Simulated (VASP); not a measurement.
# Li2Se (Fm-3m) in VASP: settings compared, part 2 of 2

VASP 6.6.1.

## Step 3: Single point, PBE

INCAR reads:

```
PREC     = Accurate       # precision mode
ENCUT    = 750            # plane-wave cutoff, eV
EDIFF    = 1E-6           # SCF threshold, eV
ISMEAR   = 0              # smearing method
SIGMA    = 0.01           # smearing width, eV
LREAL    = F              # projectors in reciprocal space
LASPH    = T              # aspherical terms in the spheres
NELM     = 120            # most SCF steps
ALGO     = Normal         # electronic algorithm
ISIF     = 2              # what is computed and relaxed
LWAVE    = F              # write WAVECAR
LCHARG   = F              # write CHGCAR
GGA      = PE             # functional
NBANDS   = 13             # bands
GGA_COMPAT= F
```

KPOINTS reads:

```
regular mesh
0
Gamma
  6 6 6
```

POSCAR reads:

```
Li2Se
1.0
    0.0000000000      2.9934588640      2.9934588640
    2.9934588640      0.0000000000      2.9934588640
    2.9934588640      2.9934588640      0.0000000000
Li Se
2 1
Direct
    0.2500000000      0.2500000000      0.2500000000
    0.7500000000      0.7500000000      0.7500000000
    0.0000000000      0.0000000000      0.0000000000
```

Potentials or basis: VASP PAW PBE potentials, release 64 (Li_sv, Se).

On the command line:

```bash
> cat potpaw_PBE.64/Li_sv/POTCAR potpaw_PBE.64/Se/POTCAR > POTCAR
> mpirun -np 1 vasp_std > vasp.out
```

OUTCAR:

```text
PREC = Accurate
   ENCUT = 750
   EDIFF = 1E-6
   ISMEAR = 0
   LREAL = F
   LASPH = T
   NELM = 120
   ISIF = 2
   GGA = PE

 ion  position               nearest neighbor table
   1  0.250  0.250  0.250-   3 2.59   3 2.59   3 2.59   3 2.59
   2  0.750  0.750  0.750-   3 2.59   3 2.59   3 2.59   3 2.59
   3  0.000  0.000  0.000-   2 2.59   2 2.59   2 2.59   1 2.59   1 2.59   1 2.59   2 2.59   1 2.59

  LATTYP: Found a face centered cubic cell.
 ALAT       =     5.9869177280

  Lattice vectors:

 A1 = (   0.0000000000,   2.9934588640,   2.9934588640)
 A2 = (   2.9934588640,   0.0000000000,   2.9934588640)
 A3 = (   2.9934588640,   2.9934588640,   0.0000000000)

Analysis of symmetry for initial positions (statically):
=====================================================================
 Subroutine PRICEL returns:
 Original cell was already a primitive cell.

 Routine SETGRP: Setting up the symmetry group for a
 face centered cubic supercell.

 Subroutine GETGRP returns: Found 48 space group operations
 (whereof 48 operations were pure point group operations)
 out of a pool of 48 trial point group operations.

The static configuration has the point symmetry O_h .

Analysis of symmetry for dynamics (positions and initial velocities):
=====================================================================
 Subroutine PRICEL returns:
 Original cell was already a primitive cell.

 Routine SETGRP: Setting up the symmetry group for a
 face centered cubic supercell.

 Subroutine GETGRP returns: Found 48 space group operations
 (whereof 48 operations were pure point group operations)
 out of a pool of 48 trial point group operations.

The dynamic configuration has the point symmetry O_h .

 Subroutine INISYM returns: Found 48 space group operations
[... 115 lines left out ...]
   GGA     = PE    functional components
   LHFCALC =     F    Hartree Fock is set to
   AEXX    =    0.0000 exact exchange contribution
   IVDW    =     0    specifies the selected vdW correction
   LEPSILON=     F    determine dielectric tensor
   LRPA    =     F    only Hartree local field effects (RPA)
 non-spin polarized calculation
 Gauss-broadening in eV      SIGMA  =   0.01
  energy-cutoff  :      750.00
  volume of cell :       53.65
 maximum number of plane-waves:      2529
 NGX is ok and might be reduce to    40
   NGX = 19   NGY = 19   NGZ = 19

 number of electron      12.0000003 magnetization

 Free energy of the ion-electron system (eV)
  ---------------------------------------------------
  ext. energy  EPLUGINS =         0.00000000
  ---------------------------------------------------
  free energy    TOTEN  =       -11.13000651 eV

  energy without entropy =      -11.13000651  energy(sigma->0) =      -11.13000651

 E-fermi :   1.2465     XC(G=0):  -8.2950

 val. band max:        1.0471909378   @ k =   0.0000   0.0000   0.0000
 cond. band min:       4.0147010199   @ k =   0.5000   0.5000   0.0000
 fundamental gap:      2.9675100821
 Fermi energy:         1.2465449010

 k-point     1 :       0.0000    0.0000    0.0000
  band No.  band energies     occupation
      1     -43.6502      2.00000
      2     -43.6255      2.00000
      3     -10.3659      2.00000
      4       1.0472      2.00000
      5       1.0472      2.00000
      6       1.0472      2.00000
      7       4.4685      0.00000
      8       6.6712      0.00000
      9       6.6712      0.00000
     10       6.6712      0.00000
     11      11.6544      0.00000
     12      11.6544      0.00000
     13      12.0025      0.00000
[... 226 lines left out ...]
  band No.  band energies     occupation
      1     -43.6394      2.00000
      2     -43.6352      2.00000
      3      -9.8770      2.00000
      4      -1.0695      2.00000
      5      -0.6560      2.00000
      6      -0.6529      2.00000
      7       5.3035      0.00000
      8       8.1168      0.00000
      9       8.6310      0.00000
     10      10.3394      0.00000
     11      11.7770      0.00000
     12      12.6500      0.00000
     13      13.0224      0.00000

------------------------ aborting loop because EDIFF is reached ----------------------------------------

  FORCE on cell =-STRESS in cart. coord.  units (eV):
  Direction    XX          YY          ZZ          XY          YZ          ZX
  --------------------------------------------------------------------------------------
  -------------------------------------------------------------------------------------
  Total        0.0911234      0.0911234      0.0911234     -0.0000000      0.0000000      0.0000000
  in kB        2.7213884      2.7213884      2.7213884     -0.0000000      0.0000000      0.0000000
  external PRESSURE =       2.7213884 kB  Pullay stress =       0.0000000 kB

 VOLUME and BASIS-vectors are now :
 -----------------------------------------------------------------------------
  energy-cutoff  :      750.00
  volume of cell :       53.65
      direct lattice vectors                 reciprocal lattice vectors
     0.000000000  2.993458864  2.993458864    -0.167030857  0.167030857  0.167030857
     2.993458864  0.000000000  2.993458864     0.167030857 -0.167030857  0.167030857
     2.993458864  2.993458864  0.000000000     0.167030857  0.167030857 -0.167030857

 POSITION                                       TOTAL-FORCE (eV/Angst)
 -----------------------------------------------------------------------------------
      1.49673      1.49673      1.49673        -0.000000     -0.000000     -0.000000
      4.49019      4.49019      4.49019         0.000000      0.000000      0.000000
      0.00000      0.00000      0.00000        -0.000000     -0.000000     -0.000000
 -----------------------------------------------------------------------------------
    total drift:                                0.000000     -0.000000      0.000000

  FREE ENERGIE OF THE ION-ELECTRON SYSTEM (eV)
  ---------------------------------------------------
  free  energy   TOTEN  =       -11.1300065054 eV

  energy  without entropy=      -11.1300065054  energy(sigma->0) =      -11.13000651
```

OSZICAR:

```text
N       E                     dE             d eps       ncg     rms          rms(c)
DAV:   1     0.529789340510E+02    0.52979E+02   -0.66706E+03   416   0.116E+03
DAV:   2    -0.304492227887E+01   -0.56024E+02   -0.52496E+02   486   0.221E+02
DAV:   3    -0.111268368509E+02   -0.80819E+01   -0.80355E+01   796   0.500E+01
DAV:   4    -0.113053113372E+02   -0.17847E+00   -0.17841E+00   527   0.109E+01
DAV:   5    -0.113109070603E+02   -0.55957E-02   -0.55955E-02   654   0.148E+00    0.276E+00
DAV:   6    -0.111362004817E+02    0.17471E+00   -0.23549E-01   507   0.189E+00    0.170E+00
DAV:   7    -0.111217824466E+02    0.14418E-01   -0.11297E-01   563   0.145E+00    0.740E-01
DAV:   8    -0.111298113233E+02   -0.80289E-02   -0.18305E-02   531   0.741E-01    0.258E-01
DAV:   9    -0.111297368573E+02    0.74466E-04   -0.46542E-04   581   0.133E-01    0.193E-01
DAV:  10    -0.111299991294E+02   -0.26227E-03   -0.74303E-04   466   0.132E-01    0.767E-02
DAV:  11    -0.111300018977E+02   -0.27682E-05   -0.44049E-05   589   0.412E-02    0.248E-02
DAV:  12    -0.111300110684E+02   -0.91707E-05   -0.18989E-05   489   0.222E-02    0.331E-02
DAV:  13    -0.111300066059E+02    0.44625E-05   -0.34133E-06   511   0.116E-02    0.396E-03
DAV:  14    -0.111300065054E+02    0.10054E-06   -0.14170E-07   273   0.274E-03
   1 F= -.11130007E+02 E0= -.11130007E+02  d E =-.198027-176
```

It took 18 s on 1 thread of Intel Xeon Platinum 8375C at 2.90GHz (Ice Lake), shared host; peak memory 0.23 GiB.

What came out:

- Free energy: -11.1300 eV
- Pressure: 0.3 GPa
- Band gap on the k mesh: 2.97 eV, indirect (least direct gap 3.42 eV)

A k mesh can miss the band edges.

## Step 4: Single point, PBE

INCAR reads:

```
SYSTEM = Li2Se
PREC = Accurate
ENCUT = 750
EDIFF = 1E-6
ISMEAR = 0
SIGMA = 0.01
LREAL = .FALSE.
LASPH = .TRUE.
NELM = 120
ALGO = Normal
ISIF = 2
LWAVE = .FALSE.
LCHARG = .TRUE.
GGA = PE
LELF = .TRUE.
LVHAR = .TRUE.
NBANDS = 13
GGA_COMPAT = .FALSE.
```

KPOINTS reads:

```
Automatic mesh
0
G
  8 8 8
  0 0 0
```

POSCAR is that of step 3.

On the command line:

```bash
> cat potpaw_PBE.64/Li_sv/POTCAR potpaw_PBE.64/Se/POTCAR > POTCAR
> mpirun -np 1 vasp_std > vasp.out
```

It took 30 s on 1 thread of Intel Xeon Platinum 8375C at 2.90GHz (Ice Lake), shared host; peak memory 0.24 GiB.

Results (log left out):

```yaml
Free_energy: -11.1304 eV
Pressure: 0.3 GPa
Band_gap_on_the_k_mesh: 2.97 eV, indirect (least direct gap 3.42 eV)
```

Levels at points of the mesh, in eV from the valence-band top:
```csv
k point,band 2,band 3,band 4,band 5,band 6,band 7,band 8,band 9,band 10,band 11
"(0.00, 0.00, 0.00)",-44.67,-11.41,0.00,0.00,0.00,3.42,5.62,5.62,5.62,10.61
"(0.50, 0.00, 0.00)",-44.68,-11.04,-2.93,-0.53,-0.53,5.14,5.96,5.96,7.98,11.54
"(0.50, 0.50, 0.00)",-44.68,-10.93,-2.30,-1.45,-1.45,2.97,6.19,10.37,10.37,11.49
```

A k mesh can miss the band edges. Expect the measured gap to be larger: semilocal functionals such as PBE lack the derivative discontinuity.

## Step 5: Single point, r2SCAN

POSCAR is that of step 4.

INCAR.step1 reads:

```
SYSTEM = Li2Se
PREC = Accurate ; ENCUT = 830
ISMEAR = 0 ; SIGMA = 0.01
LREAL = .FALSE. ; LASPH = .TRUE.
NELM = 120 ; NBANDS = 13
GGA = PE ; ALGO = Normal
EDIFF = 1E-5 ; LWAVE = .TRUE.
LCHARG = .FALSE. ; GGA_COMPAT = .FALSE.
```

INCAR.step2 reads:

```
SYSTEM = Li2Se
PREC = Accurate ; ENCUT = 830
EDIFF = 1E-6 ; ISMEAR = 0
SIGMA = 0.01 ; LREAL = .FALSE.
LASPH = .TRUE. ; NELM = 120
ALGO = Normal ; ISIF = 2
LWAVE = .FALSE. ; LCHARG = .TRUE.
METAGGA = R2SCAN ; LMIXTAU = .TRUE.
LELF = .TRUE. ; LVHAR = .TRUE.
NBANDS = 13 ; ISTART = 1
GGA_COMPAT = .FALSE.
```

KPOINTS reads:

```
Automatic mesh
0
G
  6 6 6
  0 0 0
```

On the command line:

```bash
> cat potpaw_PBE.64/Li_sv/POTCAR potpaw_PBE.64/Se/POTCAR > POTCAR
> cp INCAR.step1 INCAR
> mpirun -np 1 vasp_std > vasp.out
> cp INCAR.step2 INCAR
> mpirun -np 1 vasp_std > vasp.out
```

Wall time 70 s (1 thread of Intel Xeon Platinum 8375C at 2.90GHz (Ice Lake), shared host); peak memory 0.26 GiB.

Results (log left out):

```yaml
Free_energy: -23.4391 eV
Pressure: -0.2 GPa
Band_gap_on_the_k_mesh: 3.46 eV, indirect (least direct gap 4.18 eV)
```

Levels at points of the mesh, in eV from the valence-band top:
```
           k point  band 3  band 4  band 5  band 6  band 7  band 8  band 9  band 10
(0.00, 0.00, 0.00)  -11.79    0.00    0.00    0.00    4.18    6.31    6.31     6.31
(0.50, 0.00, 0.00)  -11.41   -2.92   -0.53   -0.53    5.98    6.60    6.60     8.64
(0.50, 0.50, 0.00)  -11.29   -2.27   -1.45   -1.45    3.46    7.00   11.37    11.37
```

Caveat: the PAW data sets were made with another functional, which shifts forces and pressure a little.

## Step 6: Single point, HSE06

POSCAR is that of step 5.

INCAR.step1 reads:

```
SYSTEM = Li2Se
PREC = Accurate
ENCUT = 650
EDIFF = 1E-5
ISMEAR = 0
SIGMA = 0.01
LREAL = .False.
LASPH = .True.
NELM = 120
ALGO = Normal
ISIF = 2
LWAVE = .True.
GGA = PE
NBANDS = 13
GGA_COMPAT = .False.
```

INCAR.step2 reads:

```
SYSTEM = Li2Se
PREC = Accurate
ENCUT = 650
EDIFF = 1E-6
ISMEAR = 0
SIGMA = 0.01
LREAL = .False.
LASPH = .True.
NELM = 120
ALGO = Normal
ISIF = 2
LWAVE = .False.
LCHARG = .True.
GGA = PE
LHFCALC = .True.
HFSCREEN = 0.2079
PRECFOCK = Normal
LELF = .True.
LVHAR = .True.
ISTART = 1
NBANDS = 13
GGA_COMPAT = .False.
```

KPOINTS reads:

```
regular mesh
0
Gamma
  6 6 6
  0 0 0
```

Potentials or basis: VASP PAW PBE potentials, release 64 (Li_sv, Se).

On the command line:

```bash
> cat potpaw_PBE.64/Li_sv/POTCAR potpaw_PBE.64/Se/POTCAR > POTCAR
> cp INCAR.step1 INCAR
> mpirun -np 1 vasp_std > vasp.out
> cp INCAR.step2 INCAR
> mpirun -np 1 vasp_std > vasp.out
```

It took 30 min on 1 thread of Intel Xeon Platinum 8375C at 2.90GHz (Ice Lake), shared host; peak memory 0.34 GiB.

It converged, with:

| Quantity | Value |
| --- | --- |
| Free energy | -12.5651 eV |
| Pressure | -0.5 GPa |
| Band gap on the k mesh | 3.83 eV, indirect (least direct gap 4.39 eV) |

Levels at points of the mesh, in eV from the valence-band top:
| k point | band 3 | band 4 | band 5 | band 6 | band 7 | band 8 | band 9 | band 10 |
| --- | --- | --- | --- | --- | --- | --- | --- | --- |
| (0.00, 0.00, 0.00) | -12.49 | 0.00 | 0.00 | 0.00 | 4.39 | 6.67 | 6.67 | 6.67 |
| (0.50, 0.00, 0.00) | -12.05 | -3.19 | -0.57 | -0.57 | 6.19 | 6.99 | 6.99 | 9.07 |
| (0.50, 0.50, 0.00) | -11.92 | -2.53 | -1.56 | -1.56 | 3.83 | 7.22 | 11.68 | 11.68 |

Caveat: the PAW data sets were made with another functional, which shifts forces and pressure a little. A k mesh can miss the band edges.

## Step 7: Overview

```tsv
level	k mesh	cutoff (eV)	grid for exact exchange (PRECFOCK)	screening parameter	gap on the mesh (eV)	pressure (GPa)
PBE	6 × 6 × 6	750	-	-	2.97	0.3
PBE	8 × 8 × 8	750	-	-	2.97	0.3
r2SCAN	6 × 6 × 6	830	-	-	3.46	-0.2
HSE06	6 × 6 × 6	650	Normal	0.2079 1/Å	3.83	-0.5
```

Alike in all rows: task single point; potentials or basis VASP PAW PBE potentials, release 64 (Li_sv, Se); no spin polarisation; cell as given; smearing gaussian 0.01 eV.

On the cell as given the gap runs from 2.97 eV (PBE) to 3.83 eV (HSE06); the meshes differ, which moves gaps too. The pressure there spans -0.5 GPa (HSE06) to 0.3 GPa (PBE); a positive pressure means that this level wants a larger cell, a negative one a smaller.

Caveats: the PAW data sets were made with another functional, which shifts forces and pressure a little (some runs).

Total energies depend on the potentials used, so only differences within one code and one set of settings carry meaning.
